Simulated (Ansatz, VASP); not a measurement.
SiB2: VASP beside Ansatz

INCAR

```
ALGO = Normal
EDIFF = 1E-7
ENCUT = 520
GGA = PE
ISIF = 2
ISMEAR = 0
IVDW = 12
LASPH = T
LCHARG = F
LREAL = F
LWAVE = F
NBANDS = 12
NELM = 80
PREC = Accurate
SIGMA = 0.1
```

Contents of KPOINTS:

```
k-points
0
Gamma
  6 6 6
```

The input POSCAR:

```
SiB2
1.0
    3.1098994000      0.0000000000      0.0000000000
   -1.5549497000      2.6932518800      0.0000000000
    0.0000000000      0.0000000000      3.7386244900
Si B
1 2
Direct
    0.0000000000      0.0000000000      0.1574441300
    0.3333333300      0.6666666700      0.0000000000
    0.6666666700      0.3333333300      0.0000000000
```

Input for Ansatz:

```yaml
crystal:
  lattice:
    - [3.1098994, 0.0, 0.0]
    - [-1.5549497, 2.69325188, 0.0]
    - [0.0, 0.0, 3.73862449]
  atoms:
    - { symbol: Si, position: [0.0, 0.0, 0.15744413] }
    - { symbol: B, position: [0.33333333, 0.66666667, 0.0] }
    - { symbol: B, position: [0.66666667, 0.33333333, 0.0] }
basis:
  ecutwfc: 420
kpoints:
  mp_grid: { grid: [6, 6, 6] }
hamiltonian:
  xc: pbe
  dispersion: d3bj
scf:
  occupations: { method: gaussian, width: 0.1 }
  lower_state_search: "off"
output:
  forces: true
  stress: true
  eigenvalues: true
```

Alike in both runs: task single point; functional PBE; dispersion D3(BJ); k mesh 6 × 6 × 6; occupations gaussian, width 0.1 eV; no spin polarisation.

|  | VASP | Ansatz |
| --- | --- | --- |
| version | VASP 6.6.1 | Ansatz 0.2.0 |
| potentials or method | VASP PAW PBE potentials, release 64 (Si, B), cutoff 520 eV | scalar-relativistic, plane waves, PAW |
| valence electrons in the cell | 10 | 10 |

```tsv
	VASP	Ansatz	Ansatz less VASP
gap on the k mesh at the Fermi level (eV)	none	none	-
rms of the force components (eV/Å)	1.712	1.719	+0.0071
```

Atom by atom the forces differ by 0.007 eV/Å (rms over components). A gap of «none» marks a metal or a gap that the smearing closes.

The k mesh is coarse, so the values compare programs but aren't converged.
